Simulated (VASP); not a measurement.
# Mo (Im-3m) in VASP: further runs, part 2 of 2

VASP 6.6.1. The steps go on from the part before.

### 3 Single point, PBEsol

This run uses another cell than the first one, of 15.89 Å³/atom, 1.020 times its volume.

The input, INCAR:

```
SYSTEM = Mo
PREC = Accurate
ENCUT = 520
EDIFF = 1E-7
ISMEAR = -1
SIGMA = 0.05
LREAL = .False.
LASPH = .True.
NELM = 80
ALGO = Normal
ISIF = 2
LWAVE = .False.
LCHARG = .True.
GGA = PS
LELF = .True.
LVHAR = .True.
NBANDS = 13
```

The input, KPOINTS:

```
regular mesh
0
Gamma
  12 12 12
  0 0 0
```

The input, POSCAR:

```
Mo
1.0
   -1.5838089719      1.5838089719      1.5838089719
    1.5838089719     -1.5838089719      1.5838089719
    1.5838089719      1.5838089719     -1.5838089719
Mo
1
Direct
    0.0000000000      0.0000000000      0.0000000000
```

Potentials or basis: VASP PAW PBE potentials, release 64 (Mo_sv).

Command:

```sh
cat potpaw_PBE.64/Mo_sv/POTCAR > POTCAR
mpirun -np 1 vasp_std > vasp.out
```

OUTCAR:

```text
SYSTEM = Mo
   PREC = Accurate
   ENCUT = 520
   EDIFF = 1E-7
   ISMEAR = -1
   LREAL = .False.
   LASPH = .True.
   NELM = 80
   ISIF = 2
   GGA = PS

 ion  position               nearest neighbor table
   1  0.000  0.000  0.000-

  LATTYP: Found a body centered cubic cell.
 ALAT       =     3.1676179438

  Lattice vectors:

 A1 = (  -1.5838089719,   1.5838089719,   1.5838089719)
 A2 = (   1.5838089719,  -1.5838089719,   1.5838089719)
 A3 = (   1.5838089719,   1.5838089719,  -1.5838089719)

Analysis of symmetry for initial positions (statically):
=====================================================================
 Subroutine PRICEL returns:
 Original cell was already a primitive cell.

 Routine SETGRP: Setting up the symmetry group for a
 body centered cubic supercell.

 Subroutine GETGRP returns: Found 48 space group operations
 (whereof 48 operations were pure point group operations)
 out of a pool of 48 trial point group operations.

The static configuration has the point symmetry O_h .

Analysis of symmetry for dynamics (positions and initial velocities):
=====================================================================
[... 160 lines left out ...]
 Fermi energy:        12.1478894710

 k-point     1 :       0.0000    0.0000    0.0000
  band No.  band energies     occupation
      1     -48.9889      2.00000
      2     -22.3131      2.00000
      3     -22.3131      2.00000
      4     -22.3131      2.00000
      5       4.9713      2.00000
      6      10.8688      2.00000
      7      10.8688      2.00000
      8      10.8688      2.00000
      9      13.8195      0.00000
     10      13.8195      0.00000
     11      26.9843      0.00000
     12      26.9843      0.00000
     13      26.9843      0.00000
[... 354 lines left out ...]
  band No.  band energies     occupation
      1     -48.7344      2.00000
      2     -23.5645      2.00000
      3     -22.8043      2.00000
      4     -22.4133      2.00000
      5       7.5163      2.00000
      6       8.8606      2.00000
      7      12.4811      0.00255
      8      14.0070      0.00000
      9      14.4896      0.00000
     10      18.4583      0.00000
     11      23.0117      0.00000
     12      24.6247      0.00000
     13      27.9716      0.00000

 [... further k-points ...]
[... 5 lines left out ...]
  --------------------------------------------------------------------------------------
  -------------------------------------------------------------------------------------
  Total       -0.9065299     -0.9065299     -0.9065299     -0.0000000     -0.0000000      0.0000000
  in kB      -91.3953937    -91.3953937    -91.3953937     -0.0000000     -0.0000000      0.0000000
  external PRESSURE =     -91.3953937 kB  Pullay stress =       0.0000000 kB

 VOLUME and BASIS-vectors are now :
 -----------------------------------------------------------------------------
  energy-cutoff  :      520.00
  volume of cell :       15.89
      direct lattice vectors                 reciprocal lattice vectors
    -1.583808972  1.583808972  1.583808972     0.000000000  0.315694638  0.315694638
     1.583808972 -1.583808972  1.583808972     0.315694638  0.000000000  0.315694638
     1.583808972  1.583808972 -1.583808972     0.315694638  0.315694638  0.000000000

 POSITION                                       TOTAL-FORCE (eV/Angst)
 -----------------------------------------------------------------------------------
      0.00000      0.00000      0.00000        -0.000000     -0.000000      0.000000
 -----------------------------------------------------------------------------------
    total drift:                                0.000000     -0.000000      0.000000

  FREE ENERGIE OF THE ION-ELECTRON SYSTEM (eV)
  ---------------------------------------------------
  free  energy   TOTEN  =       -11.7789485127 eV

  energy  without entropy=      -11.7764425620  energy(sigma->0) =      -11.77769554
```

OSZICAR:

```text
N       E                     dE             d eps       ncg     rms          rms(c)
DAV:   1     0.905661982101E+02    0.90566E+02   -0.81334E+03  1912   0.110E+03
DAV:   2    -0.113628469407E+02   -0.10193E+03   -0.97987E+02  2152   0.307E+02
DAV:   3    -0.125533424417E+02   -0.11905E+01   -0.11866E+01  2077   0.329E+01
DAV:   4    -0.125559799553E+02   -0.26375E-02   -0.26375E-02  2117   0.192E+00
DAV:   5    -0.125559965723E+02   -0.16617E-04   -0.16618E-04  2102   0.135E-01    0.153E+01
DAV:   6    -0.118794475131E+02    0.67655E+00   -0.82958E-01  1917   0.110E+01    0.391E+00
DAV:   7    -0.117851828289E+02    0.94265E-01   -0.15037E-01  2062   0.444E+00    0.103E+00
DAV:   8    -0.117789151249E+02    0.62677E-02   -0.41876E-03  1967   0.818E-01    0.242E-01
DAV:   9    -0.117789396195E+02   -0.24495E-04   -0.10280E-04  2150   0.123E-01    0.963E-02
DAV:  10    -0.117789484777E+02   -0.88582E-05   -0.81841E-06  1932   0.320E-02    0.491E-03
DAV:  11    -0.117789485127E+02   -0.35008E-07   -0.49157E-08  1526   0.246E-03
   1 F= -.11778949E+02 E0= -.11777696E+02  d E =-.250595E-02
```

It took 12 s on 1 thread of AMD EPYC 7R43 (Zen 3), shared host; peak memory 0.09 GiB.

What came out:

```
Free energy            : -11.7789 eV
Pressure               : -9.1 GPa
Band gap on the k mesh : zero (band 7 reaches 16.12 eV, above the bottom of band 8 at 10.87 eV)
```

Levels at points of the mesh, in eV from the Fermi level:
| k point | band 5 | band 6 | band 7 | band 8 | band 9 | band 10 |
| --- | --- | --- | --- | --- | --- | --- |
| (0.00, 0.00, 0.00) | -7.18 | -1.28 | -1.28 | -1.28 | 1.67 | 1.67 |
| (0.50, 0.00, 0.00) | -5.20 | -3.28 | 1.60 | 1.70 | 2.31 | 4.72 |
| (0.50, 0.50, 0.50) | -5.29 | -5.29 | 3.97 | 3.97 | 3.97 | 8.95 |

Caveat: the PAW data sets were made with another functional, which shifts forces and pressure a little.

### 4 Single point, PBEsol (volume scaled by 1.02)

The input, INCAR:

```
SYSTEM = Mo
PREC = Accurate
ENCUT = 520
EDIFF = 1E-6
ISMEAR = -1
SIGMA = 0.05
LREAL = .FALSE.
LASPH = .TRUE.
NELM = 60
ALGO = Normal
ISIF = 2
LWAVE = .FALSE.
LCHARG = .FALSE.
GGA = PS
NBANDS = 13
```

The input, KPOINTS:

```
Automatic mesh
0
G
  12 12 12
  0 0 0
```

The input, POSCAR:

```
Mo
1.0
   -1.5942980787      1.5942980787      1.5942980787
    1.5942980787     -1.5942980787      1.5942980787
    1.5942980787      1.5942980787     -1.5942980787
Mo
1
Direct
    0.0000000000      0.0000000000      0.0000000000
```

Command:

```sh
cat potpaw_PBE.64/Mo_sv/POTCAR > POTCAR
mpirun -np 1 vasp_std > vasp.out
```

Wall time 17 s (1 thread of AMD EPYC 7R43 (Zen 3), shared host); peak memory 0.11 GiB.

It converged, with:

| Item | Value |
| --- | --- |
| Free energy | -11.7563 eV |
| Pressure | -13.8 GPa |
| Band gap on the k mesh | zero (band 7 reaches 15.70 eV, above the bottom of band 8 at 10.59 eV) |

Levels at points of the mesh, in eV from the Fermi level:
| k point | band 5 | band 6 | band 7 | band 8 | band 9 | band 10 |
| --- | --- | --- | --- | --- | --- | --- |
| (0.00, 0.00, 0.00) | -7.11 | -1.25 | -1.25 | -1.25 | 1.63 | 1.63 |
| (0.50, 0.00, 0.00) | -5.09 | -3.19 | 1.52 | 1.65 | 2.25 | 4.58 |
| (0.50, 0.50, 0.50) | -5.15 | -5.15 | 3.86 | 3.86 | 3.86 | 8.79 |

Caveat: the cell differs from its parent crystal (volume scaled by 1.02); the PAW data sets were made with another functional, which shifts forces and pressure a little.

### 5 Single point, PBEsol (volume scaled by 1.04)

The input, INCAR:

```
PREC = Accurate ; ENCUT = 520
EDIFF = 1E-6 ; ISMEAR = -1
SIGMA = 0.05 ; LREAL = F
LASPH = T ; NELM = 100
ALGO = Normal ; ISIF = 2
LWAVE = F ; LCHARG = F
GGA = PS ; NBANDS = 13
```

The input, KPOINTS:

```
regular mesh
0
Gamma
  12 12 12
```

The input, POSCAR:

```
Mo
1.0
   -1.6046509537      1.6046509537      1.6046509537
    1.6046509537     -1.6046509537      1.6046509537
    1.6046509537      1.6046509537     -1.6046509537
Mo
1
Direct
    0.0000000000      0.0000000000      0.0000000000
```

Command:

```sh
cat potpaw_PBE.64/Mo_sv/POTCAR > POTCAR
mpirun -np 1 vasp_std > vasp.out
```

Wall time 17 s (1 thread of AMD EPYC 7R43 (Zen 3), shared host); peak memory 0.11 GiB.

It converged, with:

| Item | Value |
| --- | --- |
| Free energy | -11.7250 eV |
| Pressure | -17.9 GPa |
| Band gap on the k mesh | zero (band 7 reaches 15.29 eV, above the bottom of band 8 at 10.33 eV) |

Levels at points of the mesh, in eV from the Fermi level:
```tsv
k point	band 5	band 6	band 7	band 8	band 9	band 10
(0.00, 0.00, 0.00)	-7.05	-1.22	-1.22	-1.22	1.59	1.59
(0.50, 0.00, 0.00)	-4.98	-3.11	1.46	1.60	2.18	4.45
(0.50, 0.50, 0.50)	-5.01	-5.01	3.75	3.75	3.75	8.65
```

Caveat: the cell differs from its parent crystal (volume scaled by 1.04); the PAW data sets were made with another functional, which shifts forces and pressure a little.

### 6 The runs side by side

| cell | gap on the mesh (eV) | pressure (GPa) |
| --- | --- | --- |
| a = 2.725 Å, angles 109.5°, 1 atom | none | -4.0 |
| a = 2.743 Å, angles 109.5°, 1 atom | none | -9.1 |
| a = 2.761 Å, angles 109.5°, 1 atom | none | -13.8 |
| a = 2.779 Å, angles 109.5°, 1 atom | none | -17.9 |

Alike in all rows: task single point; level PBEsol; potentials or basis VASP PAW PBE potentials, release 64 (Mo_sv); no spin polarisation; k mesh 12 × 12 × 12; cutoff (eV) 520; smearing fermi-dirac 0.05 eV.

Caveats: the PAW data sets were made with another functional, which shifts forces and pressure a little.

Absolute energies hang on the potentials; compare differences alone.
